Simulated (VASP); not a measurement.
# Sn (Fmmm) in VASP: single point with r2SCAN

Aim: the single point of Sn with r2SCAN.

All numbers are computed with VASP 6.6.1; they aren't measurements. Logs are shortened: lines on timing, memory, paths and dates and some standing lists are left out, and cuts for length are marked.

## Step 1: The cell of the first run

The structure is orthorhombic, space group Fmmm (No. 69). Conventional cell: a = 3.789 Å, b = 5.305 Å, c = 5.412 Å, α = 90.00°, β = 90.00°, γ = 90.00°. Within 4.3 Å of Sn (site symmetry mmm) lie 14 Sn at 3.26 to 3.79 Å.

## Step 2: Single point, r2SCAN (xy shear strain of -2 %)

File POSCAR:

```
Sn
1.0
   -1.9135983374      1.9135983374      1.8946518192
    1.9135983374     -1.9135983374      1.8946518192
    1.8757053010      1.8757053010     -1.8946518192
Sn
1
Direct
    0.0000000000      0.0000000000      0.0000000000
```

File INCAR.step1:

```
  PREC = Accurate
  ENCUT = 520
  ISMEAR = -1
  SIGMA = 0.08
  LREAL = F
  LASPH = T
  NELM = 100
  NBANDS = 13
  GGA = PE
  ALGO = Normal
  EDIFF = 1E-4
  LWAVE = T
  LCHARG = F
```

File INCAR.step2:

```
  PREC = Accurate
  ENCUT = 520
  EDIFF = 1E-6
  ISMEAR = -1
  SIGMA = 0.08
  LREAL = F
  LASPH = T
  NELM = 100
  ALGO = Normal
  ISIF = 2
  LWAVE = F
  LCHARG = F
  METAGGA = R2SCAN
  LMIXTAU = T
  NBANDS = 13
  ISTART = 1
```

File KPOINTS:

```
regular mesh
0
Gamma
  14 14 14
```

Potentials or basis: VASP PAW PBE potentials, release 64 (Sn_d).

The run is started by

```
> cat potpaw_PBE.64/Sn_d/POTCAR > POTCAR
> cp INCAR.step1 INCAR
> mpirun -np 1 vasp_std > vasp.out
> cp INCAR.step2 INCAR
> mpirun -np 1 vasp_std > vasp.out
```

OUTCAR:

```text
PREC = Accurate
   ENCUT = 520
   EDIFF = 1E-6
   ISMEAR = -1
   LREAL = F
   LASPH = T
   NELM = 100
   ISIF = 2
   METAGGA = R2SCAN
   ISTART = 1

 ion  position               nearest neighbor table
   1  0.000  0.000  0.000-

  LATTYP: Found a face centered orthorhombic cell.
 ALAT       =     3.7893036384
 B/A-ratio  =     1.4000714267
 C/A-ratio  =     1.4283556980

  Lattice vectors:

 A1 = (  -0.0378930364,   3.7893036384,   0.0000000000)
 A2 = (  -1.9135983374,   1.9135983374,   1.8946518192)
 A3 = (   1.8757053010,   1.8757053010,   1.8946518192)

Analysis of symmetry for initial positions (statically):
=====================================================================
 Subroutine PRICEL returns:
 Original cell was already a primitive cell.

 Routine SETGRP: Setting up the symmetry group for a
 face centered orthorhombic supercell.

 Subroutine GETGRP returns: Found  8 space group operations
 (whereof  8 operations were pure point group operations)
 out of a pool of  8 trial point group operations.

The static configuration has the point symmetry D_2h.

Analysis of symmetry for dynamics (positions and initial velocities):
=====================================================================
 Subroutine PRICEL returns:
 Original cell was already a primitive cell.

 Routine SETGRP: Setting up the symmetry group for a
 face centered orthorhombic supercell.

 Subroutine GETGRP returns: Found  8 space group operations
 (whereof  8 operations were pure point group operations)
 out of a pool of  8 trial point group operations.

The dynamic configuration has the point symmetry D_2h.

 Subroutine INISYM returns: Found  8 space group operations
 (whereof  8 operations are pure point group operations),
 and found     1 'primitive' translations

----------------------------------------------------------------------------------------

                                     Primitive cell

  volume of cell :      27.2022

  direct lattice vectors                    reciprocal lattice vectors
    -1.913598337  1.913598337  1.894651819     0.002639271  0.263927124  0.263900731
     1.913598337 -1.913598337  1.894651819     0.263927124  0.002639271  0.263900731
     1.875705301  1.875705301 -1.894651819     0.266566395  0.266566395  0.000000000

  length of vectors
     3.303546989  3.303546989  3.259792366     0.373239987  0.373239987  0.376981811
[... 79 lines left out ...]
   EDIFF  = 0.1E-05   stopping-criterion for ELM
   LREAL  =      F    real-space projection
   EDIFFG = 0.1E-04   stopping-criterion for IOM
   NSW    =      0    number of steps for IOM
   IBRION =     -1    ionic relax: 0-MD 1-quasi-New 2-CG
   NFREE  =      0    steps in history (QN), initial steepest desc. (CG)
   ISIF   =      2    stress and relaxation
   ISYM   =      2    0-nonsym 1-usesym 2-fastsym
   POTIM  = 0.5000    time-step for ionic-motion
   TEBEG  =    0.0;   TEEND  =   0.0 temperature during run
   PSTRESS=    0.0 pullay stress
   NELECT =      14.0000    total number of electrons
   NUPDOWN=      -1.0000    fix difference up-down
   EMIN   =  10.00;   EMAX   =-10.00  energy-range for DOS
   EFERMI =   0.00;   METHOD = LEGACY
   ISMEAR =    -1;   SIGMA  =   0.08  broadening in eV -4-tet -1-fermi 0-gaus
   EFERMI_NEDOS =   21; number of points for ismear=-14 and -15
   IALGO  =     38    algorithm
   IMIX   =      4    mixing-type and parameters
     AMIX     =   0.40;   BMIX     =  1.00
     AMIX_MAG =   1.60;   BMIX_MAG =  1.00
  volume/ion in A,a.u.               =      27.20       183.57
  Fermi-wavevector in a.u.,A,eV,Ry     =   1.311946  2.479218 23.418374  1.721202
  Thomas-Fermi vector in A             =   2.442372
   LORBIT       =      0    0 simple, 1 ext, 2 COOP (PROOUT), +10 PAW based schemes
   METAGGA = R2SCAN    functional components
   LHFCALC =     F    Hartree Fock is set to
   AEXX    =    0.0000 exact exchange contribution
   IVDW    =     0    specifies the selected vdW correction
   LEPSILON=     F    determine dielectric tensor
   LRPA    =     F    only Hartree local field effects (RPA)
 non-spin polarized calculation
  energy-cutoff  :      520.00
  volume of cell :       27.20
 maximum number of plane-waves:       750
 NGX is ok and might be reduce to    28
   NGX = 13   NGY = 13   NGZ = 13

 number of electron      13.9999999 magnetization

 Free energy of the ion-electron system (eV)
  ---------------------------------------------------
  ext. energy  EPLUGINS =         0.00000000
  ---------------------------------------------------
  free energy    TOTEN  =       -24.50947421 eV

  energy without entropy =      -24.49950365  energy(sigma->0) =      -24.50448893

 E-fermi :   8.0099     XC(G=0): -11.2586

 val. band max:        7.9817218484   @ k =  -0.2857   0.2857   0.3571
 cond. band min:       8.0116036177   @ k =  -0.3571   0.4286   0.2857
 fundamental gap:      0.0298817693
 Fermi energy:         8.0098908043

 k-point     1 :       0.0000    0.0000    0.0000
  band No.  band energies     occupation
      1     -14.2559      2.00000
      2     -14.2469      2.00000
      3     -14.2367      2.00000
      4     -14.0938      2.00000
      5     -14.0929      2.00000
      6      -3.6240      2.00000
      7      16.2376      0.00000
      8      16.4500      0.00000
      9      16.6350      0.00000
     10      20.8208      0.00000
     11      20.9355      0.00000
     12      21.0827      0.00000
     13      21.1539      0.00000
[... 354 lines left out ...]
  band No.  band energies     occupation
      1     -14.2744      2.00000
      2     -14.2115      2.00000
      3     -14.1150      2.00000
      4     -14.1074      2.00000
      5     -14.0502      2.00000
      6      -0.3283      2.00000
      7       6.5046      2.00000
      8      10.0508      0.00000
      9      13.4244      0.00000
     10      17.9786      0.00000
     11      19.8019      0.00000
     12      21.1818      0.00000
     13      25.4463      0.00000

 [... further k-points ...]
[... 5 lines left out ...]
  --------------------------------------------------------------------------------------
  -------------------------------------------------------------------------------------
  Total       -0.0879742     -0.0879742     -0.0765930      0.1160954      0.0000000     -0.0000000
  in kB       -5.1815673     -5.1815673     -4.5112275      6.8378716      0.0000000     -0.0000000
  external PRESSURE =      -4.9581207 kB  Pullay stress =       0.0000000 kB

 VOLUME and BASIS-vectors are now :
 -----------------------------------------------------------------------------
  energy-cutoff  :      520.00
  volume of cell :       27.20
      direct lattice vectors                 reciprocal lattice vectors
    -1.913598337  1.913598337  1.894651819     0.002639271  0.263927124  0.263900731
     1.913598337 -1.913598337  1.894651819     0.263927124  0.002639271  0.263900731
     1.875705301  1.875705301 -1.894651819     0.266566395  0.266566395  0.000000000

 POSITION                                       TOTAL-FORCE (eV/Angst)
 -----------------------------------------------------------------------------------
      0.00000      0.00000      0.00000         0.000000     -0.000000     -0.000000
 -----------------------------------------------------------------------------------
    total drift:                                0.000000     -0.000000     -0.000000

  FREE ENERGIE OF THE ION-ELECTRON SYSTEM (eV)
  ---------------------------------------------------
  free  energy   TOTEN  =       -24.5094742115 eV

  energy  without entropy=      -24.4995036524  energy(sigma->0) =      -24.50448893
```

OUTCAR.step1:

```text
PREC = Accurate
   ENCUT = 520
   ISMEAR = -1
   LREAL = F
   LASPH = T
   NELM = 100
[... 600 lines left out ...]

 POSITION                                       TOTAL-FORCE (eV/Angst)
 -----------------------------------------------------------------------------------
      0.00000      0.00000      0.00000        -0.000000     -0.000000      0.000000
 -----------------------------------------------------------------------------------
    total drift:                                0.000000     -0.000000     -0.000000

  FREE ENERGIE OF THE ION-ELECTRON SYSTEM (eV)
  ---------------------------------------------------
  free  energy   TOTEN  =        -3.7825753801 eV

  energy  without entropy=       -3.7726086915  energy(sigma->0) =       -3.77759204
```

OSZICAR.step1:

```text
N       E                     dE             d eps       ncg     rms          rms(c)
DAV:   1     0.805186242105E+02    0.80519E+02   -0.71841E+03 11448   0.161E+03
DAV:   2     0.187867578819E+01   -0.78640E+02   -0.76221E+02 11913   0.338E+02
DAV:   3    -0.367708090213E+01   -0.55558E+01   -0.55352E+01 13254   0.731E+01
DAV:   4    -0.379174459787E+01   -0.11466E+00   -0.11464E+00 13086   0.112E+01
DAV:   5    -0.379571449025E+01   -0.39699E-02   -0.39698E-02 14290   0.203E+00    0.132E+00
DAV:   6    -0.378589683429E+01    0.98177E-02   -0.10464E-02 14068   0.176E+00    0.734E-01
DAV:   7    -0.378270080844E+01    0.31960E-02   -0.68695E-03 13981   0.136E+00    0.988E-02
DAV:   8    -0.378257548020E+01    0.12533E-03   -0.68146E-04 13633   0.432E-01    0.227E-02
DAV:   9    -0.378257538014E+01    0.10006E-06   -0.94675E-06  7119   0.434E-02
   1 F= -.37825754E+01 E0= -.37775920E+01  d E =-.996669E-02
```

Run time: 4.4 min. Hardware: 1 thread of Intel Xeon Platinum 8488C (Sapphire Rapids), shared host; peak memory 0.27 GiB.

What came out:

```
Free energy            : -24.5095 eV
Pressure               : -0.5 GPa
Band gap on the k mesh : zero (band 7 reaches 16.24 eV, above the bottom of band 8 at 5.43 eV)
```

Stress tensor (GPa, compression positive):
```
-0.52  0.68  0.00
 0.68 -0.52  0.00
 0.00  0.00 -0.45
```

Levels at points of the mesh, in eV from the Fermi level:
| k point | band 3 | band 4 | band 5 | band 6 | band 7 | band 8 | band 9 | band 10 | band 11 | band 12 |
| --- | --- | --- | --- | --- | --- | --- | --- | --- | --- | --- |
| (0.00, 0.00, 0.00) | -22.25 | -22.10 | -22.10 | -11.63 | 8.23 | 8.44 | 8.63 | 12.81 | 12.93 | 13.07 |
| (0.50, 0.00, 0.00) | -22.11 | -22.11 | -22.01 | -6.64 | -4.67 | 3.74 | 5.88 | 8.39 | 8.82 | 15.96 |
| (0.50, 0.50, 0.00) | -22.11 | -22.11 | -22.02 | -6.80 | -4.72 | 3.91 | 5.93 | 8.70 | 8.73 | 16.22 |
| (0.00, 0.00, 0.50) | -22.12 | -22.12 | -22.01 | -6.47 | -4.63 | 3.60 | 5.79 | 8.42 | 8.56 | 15.71 |
| (0.50, 0.50, 0.50) | -22.05 | -22.04 | -22.03 | -2.31 | -0.68 | -0.58 | -0.48 | 4.19 | 4.20 | 19.08 |

Caveat: the cell differs from its parent crystal (xy shear strain of -2 %); the PAW data sets were made with another functional, which shifts forces and pressure a little; spin-orbit coupling is left out, which moves the levels of the heavy elements.
